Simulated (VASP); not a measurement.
# Ni (Fm-3m) in VASP: a series of runs

Runs on Ni. Level: PBE. Tasks: single point.

All numbers are computed with VASP 6.6.1; they aren't measurements. Logs are shortened: lines on timing, memory, paths and dates and some standing lists are left out, and cuts for length are marked.

### 1 The cell of the first run

It takes space group Fm-3m (No. 225, cubic). Conventional cell: a = 3.518 Å, b = 3.518 Å, c = 3.518 Å, α = 90.00°, β = 90.00°, γ = 90.00°. Ni (site symmetry m-3m) has 12 Ni at 2.49 Å within 3.3 Å.

### 2 Single point, PBE, collinear spin, ferromagnetic start

Input file INCAR:

```
ALGO = Normal
EDIFF = 1E-6
ENCUT = 520
GGA = PE
ISIF = 2
ISMEAR = 0
ISPIN = 2
LASPH = True
LCHARG = False
LMAXMIX = 4
LORBIT = 11
LREAL = False
LWAVE = False
MAGMOM = 0.81
NBANDS = 15
NELM = 150
PREC = Accurate
SIGMA = 0.1
```

Input file KPOINTS:

```
k-points
0
Gamma
  20 20 20
```

Input file POSCAR:

```
Ni
1.0
    0.0000000000      1.7592378168      1.7592378168
    1.7592378168      0.0000000000      1.7592378168
    1.7592378168      1.7592378168      0.0000000000
Ni
1
Direct
    0.0000000000      0.0000000000      0.0000000000
```

Potentials or basis: VASP PAW PBE potentials, release 64 (Ni).

Started as:

```bash
$ cat potpaw_PBE.64/Ni/POTCAR > POTCAR
$ mpirun -np 1 vasp_std > vasp.out
```

OUTCAR:

```text
EDIFF = 1E-6
   ENCUT = 520
   GGA = PE
   ISIF = 2
   ISMEAR = 0
   ISPIN = 2
   LASPH = True
   LORBIT = 11
   LREAL = False
   NELM = 150
   PREC = Accurate

 ion  position               nearest neighbor table
   1  0.000  0.000  0.000-

  LATTYP: Found a face centered cubic cell.
 ALAT       =     3.5184756336

  Lattice vectors:

 A1 = (   0.0000000000,   1.7592378168,   1.7592378168)
 A2 = (   1.7592378168,   0.0000000000,   1.7592378168)
 A3 = (   1.7592378168,   1.7592378168,   0.0000000000)

Analysis of symmetry for initial positions (statically):
=====================================================================
 Subroutine PRICEL returns:
 Original cell was already a primitive cell.

 Routine SETGRP: Setting up the symmetry group for a
 face centered cubic supercell.

 Subroutine GETGRP returns: Found 48 space group operations
 (whereof 48 operations were pure point group operations)
 out of a pool of 48 trial point group operations.

The static configuration has the point symmetry O_h .

Analysis of symmetry for dynamics (positions and initial velocities):
=====================================================================
 Subroutine PRICEL returns:
 Original cell was already a primitive cell.

 Routine SETGRP: Setting up the symmetry group for a
 face centered cubic supercell.

 Subroutine GETGRP returns: Found 48 space group operations
 (whereof 48 operations were pure point group operations)
 out of a pool of 48 trial point group operations.

The dynamic configuration has the point symmetry O_h .

Analysis of structural, dynamic, and magnetic symmetry:
=====================================================================
 Subroutine PRICEL returns:
 Original cell was already a primitive cell.

 Routine SETGRP: Setting up the symmetry group for a
 face centered cubic supercell.

 Subroutine GETGRP returns: Found 48 space group operations
 (whereof 48 operations were pure point group operations)
 out of a pool of 48 trial point group operations.

The overall configuration has the point symmetry O_h .

 Subroutine INISYM returns: Found 48 space group operations
 (whereof 48 operations are pure point group operations),
 and found     1 'primitive' translations

----------------------------------------------------------------------------------------

                                     Primitive cell

  volume of cell :      10.8894

  direct lattice vectors                    reciprocal lattice vectors
     0.000000000  1.759237817  1.759237817    -0.284213990  0.284213990  0.284213990
     1.759237817  0.000000000  1.759237817     0.284213990 -0.284213990  0.284213990
     1.759237817  1.759237817  0.000000000     0.284213990  0.284213990 -0.284213990

  length of vectors
     2.487937980  2.487937980  2.487937980     0.492273072  0.492273072  0.492273072

  position of ions in fractional coordinates (direct lattice)
     0.000000000  0.000000000  0.000000000

  ion indices of the primitive-cell ions
   primitive index   ion index
                 1           1

----------------------------------------------------------------------------------------

 KPOINTS: k-points

Automatic generation of k-mesh.
 Grid dimensions read from file:
 generate k-points for:   20   20   20

 Generating k-lattice:

  Cartesian coordinates                     Fractional coordinates (reciprocal lattice)
    -0.014210700  0.014210700  0.014210700     0.050000000  0.000000000  0.000000000
     0.014210700 -0.014210700  0.014210700     0.000000000  0.050000000  0.000000000
     0.014210700  0.014210700 -0.014210700     0.000000000  0.000000000  0.050000000

  Length of vectors
     0.024613654  0.024613654  0.024613654

  Shift w.r.t. Gamma in fractional coordinates (k-lattice)
     0.000000000  0.000000000  0.000000000

 Subroutine IBZKPT returns following result:
 ===========================================

 Found    256 irreducible k-points:

 Following reciprocal coordinates:
            Coordinates               Weight
  0.000000  0.000000  0.000000      1.000000
  0.050000  0.000000  0.000000      8.000000
  0.100000  0.000000  0.000000      8.000000
  0.150000  0.000000  0.000000      8.000000
  0.200000  0.000000  0.000000      8.000000
  0.250000  0.000000  0.000000      8.000000
[... 16 lines left out ...]
 -0.400000  0.050000  0.000000     24.000000
 -0.350000  0.050000  0.000000     24.000000
 [... further k-points ...]
   k-points           NKPTS =    256   k-points in BZ     NKDIM =    256   number of bands    NBANDS=     15
   number of dos      NEDOS =    301   number of ions     NIONS =      1
   total plane-waves  NPLWV =   8000
   dimension x,y,z NGX =    20 NGY =   20 NGZ =   20
   dimension x,y,z NGXF=    40 NGYF=   40 NGZF=   40
   ions per type =               1
   NGX,Y,Z   is equivalent  to a cutoff of  13.36, 13.36, 13.36 a.u.
   NGXF,Y,Z  is equivalent  to a cutoff of  26.73, 26.73, 26.73 a.u.
 SYSTEM =  unknown system
   PREC   = accura    normal or accurate (medium, high low for compatibility)
   ISTART =      0    job   : 0-new  1-cont  2-samecut
   ICHARG =      2    charge: 1-file 2-atom 10-const
   ISPIN  =      2    spin polarized calculation?
   LNONCOLLINEAR =      F non collinear calculations
   LSORBIT =      F    spin-orbit coupling
   LASPH  =      T    aspherical Exc in radial PAW
   ENCUT  =  520.0 eV  38.22 Ry    6.18 a.u.   4.63  4.63  4.63*2*pi/ulx,y,z
   NELM   =    150;   NELMIN=  2; NELMDL= -5     # of ELM steps
   EDIFF  = 0.1E-05   stopping-criterion for ELM
   LREAL  =      F    real-space projection
[... 7 lines left out ...]
   TEBEG  =    0.0;   TEEND  =   0.0 temperature during run
   PSTRESS=    0.0 pullay stress
   NELECT =      10.0000    total number of electrons
   NUPDOWN=      -1.0000    fix difference up-down
   EMIN   =  10.00;   EMAX   =-10.00  energy-range for DOS
   EFERMI =   0.00;   METHOD = LEGACY
   ISMEAR =     0;   SIGMA  =   0.10  broadening in eV -4-tet -1-fermi 0-gaus
   EFERMI_NEDOS =   21; number of points for ismear=-14 and -15
   IALGO  =     38    algorithm
   IMIX   =      4    mixing-type and parameters
     AMIX     =   0.40;   BMIX     =  1.00
     AMIX_MAG =   1.60;   BMIX_MAG =  1.00
  volume/ion in A,a.u.               =      10.89        73.49
  Fermi-wavevector in a.u.,A,eV,Ry     =   1.591257  3.007039 34.451289  2.532098
  Thomas-Fermi vector in A             =   2.689825
   LORBIT       =     11    0 simple, 1 ext, 2 COOP (PROOUT), +10 PAW based schemes
   GGA     = PE    functional components
   LHFCALC =     F    Hartree Fock is set to
   AEXX    =    0.0000 exact exchange contribution
   IVDW    =     0    specifies the selected vdW correction
   LEPSILON=     F    determine dielectric tensor
   LRPA    =     F    only Hartree local field effects (RPA)
 spin polarized calculation
 Gauss-broadening in eV      SIGMA  =   0.10
  energy-cutoff  :      520.00
  volume of cell :       10.89
 maximum number of plane-waves:       305
   NGX =  9   NGY =  9   NGZ =  9

 number of electron      10.0000009 magnetization       0.6274515

 Free energy of the ion-electron system (eV)
  ---------------------------------------------------
  ext. energy  EPLUGINS =         0.00000000
  ---------------------------------------------------
  free energy    TOTEN  =        -5.47513421 eV

  energy without entropy =       -5.46635910  energy(sigma->0) =       -5.47074665

 E-fermi :   9.3651     XC(G=0): -13.2505

 val. band max:        9.3644624666   @ k =  -0.4500   0.5000   0.0500
 cond. band min:       9.3651780121   @ k =   0.4000   0.0000   0.0000
 fundamental gap:      0.0007155455
 Fermi energy:         9.3651431668

 spin component 1

 k-point     1 :       0.0000    0.0000    0.0000
  band No.  band energies     occupation
      1       0.3606      1.00000
      2       6.9286      1.00000
      3       6.9286      1.00000
      4       6.9286      1.00000
      5       8.1061      1.00000
      6       8.1061      1.00000
      7      33.0819      0.00000
      8      36.9351      0.00000
      9      36.9351      0.00000
     10      36.9351      0.00000
     11      39.8692      0.00000
     12      39.8692      0.00000
     13      39.8692      0.00000
     14      42.8381      0.00000
     15      49.1243      0.00000

 k-point     2 :       0.0500    0.0000    0.0000
  band No.  band energies     occupation
      1       0.4586      1.00000
      2       6.9033      1.00000
      3       6.9507      1.00000
      4       6.9507      1.00000
      5       8.0966      1.00000
      6       8.0966      1.00000
      7      32.7867      0.00000
      8      35.5696      0.00000
      9      36.6880      0.00000
     10      36.6880      0.00000
     11      40.2300      0.00000
     12      40.2300      0.00000
     13      40.7806      0.00000
     14      43.6096      0.00000
     15      48.0879      0.00000
[... 365 lines left out ...]
      3       7.0189      1.00000
      4       7.8031      1.00000
      5       8.5975      1.00000
      6       9.0979      0.99992
      7      16.6328      0.00000
      8      30.9694      0.00000
      9      33.1192      0.00000
     10      34.4408      0.00000
     11      37.2148      0.00000
     12      38.6161      0.00000
     13      43.5174      0.00000
     14      52.1850      0.00000
     15      53.1729      0.00000

 k-point    24 :      -0.3500    0.0500    0.0000
  band No.  band energies     occupation
      1       4.1864      1.00000
      2       7.0165      1.00000
      3       7.0713      1.00000
      4       7.1920      1.00000
      5       8.4353      1.00000
      6       8.7847      1.00000
      7      18.4980      0.00000
      8      31.0400      0.00000
      9      33.4042      0.00000
     10      35.2631      0.00000
     11      37.2444      0.00000
     12      39.0825      0.00000
     13      43.3022      0.00000
     14      49.9785      0.00000
     15      51.5623      0.00000

 [... further k-points ...]

 spin component 2

 k-point     1 :       0.0000    0.0000    0.0000
  band No.  band energies     occupation
      1       0.3239      1.00000
      2       7.6851      1.00000
      3       7.6851      1.00000
      4       7.6851      1.00000
      5       8.6913      1.00000
      6       8.6913      1.00000
      7      32.9166      0.00000
      8      36.9143      0.00000
      9      36.9143      0.00000
     10      36.9143      0.00000
     11      39.9692      0.00000
     12      39.9692      0.00000
     13      39.9692      0.00000
     14      42.7130      0.00000
     15      49.3215      0.00000

 k-point     2 :       0.0500    0.0000    0.0000
  band No.  band energies     occupation
      1       0.4219      1.00000
      2       7.6563      1.00000
      3       7.7081      1.00000
      4       7.7081      1.00000
      5       8.6812      1.00000
      6       8.6812      1.00000
      7      32.6540      0.00000
      8      35.5596      0.00000
      9      36.6872      0.00000
     10      36.6872      0.00000
     11      40.3065      0.00000
     12      40.3065      0.00000
     13      40.8049      0.00000
     14      43.5243      0.00000
     15      48.2577      0.00000
[... 365 lines left out ...]
      3       7.6409      1.00000
      4       8.0795      1.00000
      5       9.3454      0.60997
      6       9.7125      0.00000
      7      16.9458      0.00000
      8      30.9071      0.00000
      9      33.1404      0.00000
     10      34.5293      0.00000
     11      37.2544      0.00000
     12      38.6394      0.00000
     13      43.6126      0.00000
     14      52.2531      0.00000
     15      53.5219      0.00000

 k-point    24 :      -0.3500    0.0500    0.0000
  band No.  band energies     occupation
      1       4.4005      1.00000
      2       7.5530      1.00000
      3       7.6626      1.00000
      4       7.7038      1.00000
      5       9.1662      0.99755
      6       9.4791      0.05358
      7      18.7412      0.00000
      8      31.0058      0.00000
      9      33.4019      0.00000
     10      35.3660      0.00000
     11      37.2716      0.00000
     12      39.1006      0.00000
     13      43.3636      0.00000
     14      50.0500      0.00000
     15      51.7792      0.00000

 [... further k-points ...]

------------------------ aborting loop because EDIFF is reached ----------------------------------------

  FORCE on cell =-STRESS in cart. coord.  units (eV):
  Direction    XX          YY          ZZ          XY          YZ          ZX
  --------------------------------------------------------------------------------------
  -------------------------------------------------------------------------------------
  Total       -0.0004504     -0.0004504     -0.0004504      0.0000000      0.0000000      0.0000000
  in kB       -0.0662642     -0.0662642     -0.0662642      0.0000000      0.0000000      0.0000000
  external PRESSURE =      -0.0662642 kB  Pullay stress =       0.0000000 kB

 VOLUME and BASIS-vectors are now :
 -----------------------------------------------------------------------------
  energy-cutoff  :      520.00
  volume of cell :       10.89
      direct lattice vectors                 reciprocal lattice vectors
     0.000000000  1.759237817  1.759237817    -0.284213990  0.284213990  0.284213990
     1.759237817  0.000000000  1.759237817     0.284213990 -0.284213990  0.284213990
     1.759237817  1.759237817  0.000000000     0.284213990  0.284213990 -0.284213990

 POSITION                                       TOTAL-FORCE (eV/Angst)
 -----------------------------------------------------------------------------------
      0.00000      0.00000      0.00000         0.000000      0.000000     -0.000000
 -----------------------------------------------------------------------------------
    total drift:                               -0.000000     -0.000000     -0.000000

  FREE ENERGIE OF THE ION-ELECTRON SYSTEM (eV)
  ---------------------------------------------------
  free  energy   TOTEN  =        -5.4751342064 eV

  energy  without entropy=       -5.4663591008  energy(sigma->0) =       -5.47074665

 total charge

# of ion       s       p       d       tot
------------------------------------------
    1        0.497   0.497   8.314   9.308

 magnetization (x)

# of ion       s       p       d       tot
------------------------------------------
    1       -0.007  -0.025   0.672   0.640
```

Wall time 43 s (1 thread of AMD EPYC 9R45 (Zen 5), shared host); peak memory 0.15 GiB.

What came out:

```
Free energy                                           : -5.4751 eV
Pressure                                              : 0.0 GPa
Net moment                                            : 0.63 μB per cell
Site moments                                          : Ni +0.64 μB
Valence electrons inside the program's atomic spheres : Ni 9.31
```

Levels at points of the mesh, in eV from the Fermi level:
Spin up:
| k point | band 1 | band 2 | band 3 | band 4 | band 5 | band 6 | band 7 | band 8 | band 9 | band 10 |
| --- | --- | --- | --- | --- | --- | --- | --- | --- | --- | --- |
| (0.00, 0.00, 0.00) | -9.00 | -2.44 | -2.44 | -2.44 | -1.26 | -1.26 | 23.72 | 27.57 | 27.57 | 27.57 |
| (0.50, 0.00, 0.00) | -4.83 | -2.42 | -2.42 | -0.61 | -0.61 | -0.29 | 5.65 | 22.21 | 24.66 | 24.66 |
| (0.50, 0.50, 0.00) | -4.64 | -4.19 | -0.55 | -0.48 | -0.48 | 2.45 | 9.21 | 14.82 | 14.82 | 19.71 |
Spin down:
```
           k point  band 1  band 2  band 3  band 4  band 5  band 6  band 7  band 8  band 9  band 10
(0.00, 0.00, 0.00)   -9.04   -1.68   -1.68   -1.68   -0.67   -0.67   23.55   27.55   27.55    27.55
(0.50, 0.00, 0.00)   -4.40   -1.80   -1.80   -0.35    0.15    0.15    6.08   22.06   24.74    24.74
(0.50, 0.50, 0.00)   -4.30   -3.58    0.06    0.39    0.39    2.40    9.45   14.82   14.82    19.88
```

### 3 Single point, PBE, collinear spin, ferromagnetic start

Input file INCAR:

```
SYSTEM = Ni
  PREC = Accurate
  ENCUT = 520
  EDIFF = 1E-6
  ISMEAR = 0
  SIGMA = 0.1
  LREAL = .FALSE.
  LASPH = .TRUE.
  NELM = 150
  ALGO = Fast
  ISIF = 2
  LWAVE = .FALSE.
  LCHARG = .FALSE.
  ISPIN = 2
  MAGMOM = 0.75
  LORBIT = 11
  LMAXMIX = 4
  GGA = PE
  NBANDS = 15
```

Input file KPOINTS:

```
regular mesh
0
G
  20 20 20
  0 0 0
```

POSCAR is that of step 2.

Potentials or basis: VASP PAW PBE potentials, release 64 (Ni).

Started as:

```bash
$ cat potpaw_PBE.64/Ni/POTCAR > POTCAR
$ mpirun -np 1 vasp_std > vasp.out
```

It took 45 s on 1 thread of AMD EPYC 9R45 (Zen 5), shared host; peak memory 0.15 GiB.

Results (log left out):

- Free energy: -5.4751 eV
- Pressure: -0.2 GPa
- Net moment: 0.63 μB per cell
- Site moments: Ni +0.64 μB
- Valence electrons inside the program's atomic spheres: Ni 9.31

Levels at points of the mesh, in eV from the Fermi level:
Spin up:
| k point | band 3 | band 4 | band 5 | band 6 | band 7 | band 8 |
| --- | --- | --- | --- | --- | --- | --- |
| (0.00, 0.00, 0.00) | -2.44 | -2.44 | -1.26 | -1.26 | 23.72 | 27.57 |
| (0.50, 0.00, 0.00) | -2.42 | -0.61 | -0.61 | -0.29 | 5.65 | 22.21 |
| (0.50, 0.50, 0.00) | -0.55 | -0.48 | -0.48 | 2.45 | 9.21 | 14.82 |
Spin down:
```tsv
k point	band 1	band 2	band 3	band 4	band 5	band 6	band 7	band 8	band 9	band 10
(0.00, 0.00, 0.00)	-9.04	-1.68	-1.68	-1.68	-0.67	-0.67	23.55	27.55	27.55	27.55
(0.50, 0.00, 0.00)	-4.40	-1.80	-1.80	-0.35	0.15	0.15	6.08	22.06	24.74	24.74
(0.50, 0.50, 0.00)	-4.30	-3.58	0.06	0.39	0.39	2.40	9.45	14.82	14.82	19.88
```
